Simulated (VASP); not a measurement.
**La: relaxation of cell and atoms with PBE**

The system is La.

```
La
1.0
     0.00000    2.65465    2.65465
     2.65465    0.00000    2.65465
     2.65465    2.65465    0.00000
La
1
Direct
  0.00000 0.00000 0.00000
```

This isn't the form of La at room conditions, which is double hcp.

```
Program                : VASP 6.6.1
Task                   : relaxation of cell and atoms
Functional             : PBE
Potentials or basis    : VASP PAW PBE potentials, release 64 (La)
Cutoff                 : 600 eV
k mesh                 : 10 × 10 × 10
Occupations            : fermi-dirac, width 0.05 eV
Spin                   : collinear spin
Starting moments       : [1.0] μB
Dipole correction      : no
Further INCAR settings : ALGO = Normal; EDIFF = 1e-06; IBRION = 2; EDIFFG = -0.01; NSW = 80; ISIF = 3
```

```yaml
Pressure_after_relaxing: 0.0 GPa
Net_moment: 0.00 μB per cell
Valence_electrons_inside_the_program's_atomic_spheres: La 8.59
```

Final structure:
```
CELL_PARAMETERS angstrom
0.00000 2.65465 2.65465
2.65465 0.00000 2.65465
2.65465 2.65465 0.00000
ATOMIC_POSITIONS crystal
La 0.00000 0.00000 0.00000
```

Levels at points of the mesh, in eV from the Fermi level:
Spin up:
```csv
k point,band 1,band 2,band 3,band 4,band 5,band 6,band 7,band 8,band 9,band 10
"(0.00, 0.00, 0.00)",-32.87,-15.88,-15.88,-15.88,-3.18,1.30,1.48,1.48,1.49,1.79
"(0.50, 0.00, 0.00)",-32.68,-17.23,-16.05,-16.05,-1.70,1.28,1.28,1.32,1.82,1.82
"(0.50, 0.50, 0.00)",-32.62,-17.14,-16.36,-16.36,-1.95,-1.37,1.87,1.88,1.88,1.89
```
Spin down:
```tsv
k point	band 2	band 3	band 4	band 5	band 6	band 7	band 8	band 9
(0.00, 0.00, 0.00)	-15.88	-15.88	-15.88	-3.18	1.30	1.48	1.48	1.48
(0.50, 0.00, 0.00)	-17.23	-16.05	-16.05	-1.70	1.28	1.28	1.32	1.82
(0.50, 0.50, 0.00)	-17.14	-16.36	-16.36	-1.95	-1.37	1.87	1.88	1.88
```

It took 28 s on 1 thread of Intel(R) Xeon(R) 6975P-C (Granite Rapids), on a shared host, peak memory 0.22 GiB.

Caveat: the relaxation stopped at its first step, so nothing moved; spin-orbit coupling is left out, which moves the levels of the heavy elements.
